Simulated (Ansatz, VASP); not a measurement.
BaTiO3 in VASP and in Ansatz

```
CELL_PARAMETERS angstrom
3.98545 0.00000 0.00000
0.00000 3.98545 0.00000
0.00000 0.00000 4.26349
ATOMIC_POSITIONS crystal
Ba 0.50000 0.50000 0.59571
Ti 0.00000 0.00000 0.11183
O 0.00000 0.50000 0.05883
O 0.50000 0.00000 0.05883
O 0.00000 0.00000 0.53480
```

Change from the starting cell: strain along c alone, the other axes held, atoms relaxed: +1.5 %.

Alike in both runs: functional PBE; k mesh 8 × 8 × 6; occupations gaussian, width 0.02 eV; no spin polarisation.

Ansatz relaxed the structure, and its values are those at the end. VASP's run is a single point on that final structure, the one shown.

|  | VASP | Ansatz |
| --- | --- | --- |
| version | VASP 6.6.1 | Ansatz 0.2.0 |
| potentials or method | VASP PAW PBE potentials, release 64 (Ba_sv, Ti_sv, O), cutoff 520 eV | scalar-relativistic, plane waves, PAW |
| valence electrons in the cell | 40 | 40 |

```csv
,VASP,Ansatz,Ansatz less VASP
gap on the k mesh at the Fermi level (eV),1.79,1.84,+0.052
least direct gap on the mesh (eV),2.39,2.43,+0.036
pressure (GPa),0.4,-1.1,-1.51
rms of the force components (eV/Å),0.037,0.000,-0.0363
```

Ansatz's warnings: stress scf threshold loose.

Spin-orbit coupling is off throughout.
